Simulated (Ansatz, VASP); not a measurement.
## One calculation of Si, two programs

```xyz
3
Lattice="3.0519 1.7620 2.0571 -3.0519 1.7620 2.0571 0.0000 -3.5241 2.0571" Properties=species:S:1:pos:R:3 pbc="T T T"
Si    1.3733    0.0000    3.0856
Si   -0.6866    1.1893    3.0856
Si   -0.6866   -1.1893    3.0856
```

Alike in both runs: functional PBE; k mesh 6 × 6 × 6; occupations gaussian, width 0.1 eV; no spin polarisation.

Ansatz relaxed the structure, and its values are those at the end. VASP's run is a single point on that final structure, the one shown.

```csv
,VASP,Ansatz
version,VASP 6.6.1,Ansatz 0.2.0
potentials or method,"VASP PAW PBE potentials, release 64 (Si), cutoff 520 eV","scalar-relativistic, plane waves, PAW"
valence electrons in the cell,12,12
```

```tsv
	VASP	Ansatz	Ansatz less VASP
gap on the k mesh at the Fermi level (eV)	none	none	-
pressure (GPa)	-0.1	-0.1	+0.07
rms of the force components (eV/Å)	0.023	0.022	-0.0012
```

A gap of «none» marks a metal or a gap that the smearing closes.
